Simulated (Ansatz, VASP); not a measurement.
## One calculation of KBr, two programs

```
K Br
1.0
     0.00000    3.34997    3.34997
     3.34997    0.00000    3.34997
     3.34997    3.34997    0.00000
K Br
1 1
Direct
  0.00000 0.00000 0.00000
  0.50000 0.50000 0.50000
```

Alike in both runs: functional PBE; k mesh 6 × 6 × 6; occupations gaussian, width 0.02 eV; no spin polarisation.

Ansatz relaxed the structure, and its values are those at the end. VASP's run is a single point on that final structure, the one shown.

|  | VASP | Ansatz |
| --- | --- | --- |
| version | VASP 6.6.1 | Ansatz 0.2.0 |
| potentials or method | VASP PAW PBE potentials, release 64 (K_sv, Br), cutoff 520 eV | scalar-relativistic, plane waves, PAW |
| valence electrons in the cell | 16 | 16 |

|  | VASP | Ansatz | Ansatz less VASP |
| --- | --- | --- | --- |
| gap on the k mesh at the Fermi level (eV) | 4.32 | 4.32 | +0.001 |
| least direct gap on the mesh (eV) | 4.32 | 4.32 | +0.001 |
| pressure (GPa) | 0.1 | 0.0 | -0.03 |

With one functional, cell and mesh, what is left measures potentials, basis and numerics.
